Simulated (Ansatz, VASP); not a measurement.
Two plane-wave programs on WC

```
W C
1.0
     0.00000    2.05861    2.19001
     2.19001    0.00000    2.19001
     2.19001    2.05861    0.00000
W C
1 1
Direct
  0.00000 0.00000 0.00000
  0.50000 0.50000 0.50000
```

Change from the starting cell: strain -0.0600 x Voigt [0, 1, 0, 0, 0, 0], atoms carried along.

Alike in both runs: task single point; functional PBE; k mesh 24 × 24 × 24; occupations gaussian, width 0.15 eV; no spin polarisation.

```csv
,VASP,Ansatz
version,VASP 6.6.1,Ansatz 0.2.0
potentials or method,"VASP PAW PBE potentials, release 64 (W_sv, C), cutoff 520 eV","scalar-relativistic, plane waves, PAW"
valence electrons in the cell,18,18
```

Ansatz gave:

| Item | Value |
| --- | --- |
| gap on the k mesh at the Fermi level (eV) | none |
| pressure (GPa) | 29.4 |
| traceless stress, the component that is largest in VASP (GPa) | 34.86 |

Estimate VASP's values.

gap on the k mesh at the Fermi level (eV): none; pressure (GPa): 30.6; traceless stress, the component that is largest in VASP (GPa): 35.03.

A gap of «none» marks a metal or a gap that the smearing closes. Both programs put the cell under a high pressure, so it lies far from rest at this level.

Neither program's run includes spin-orbit coupling.
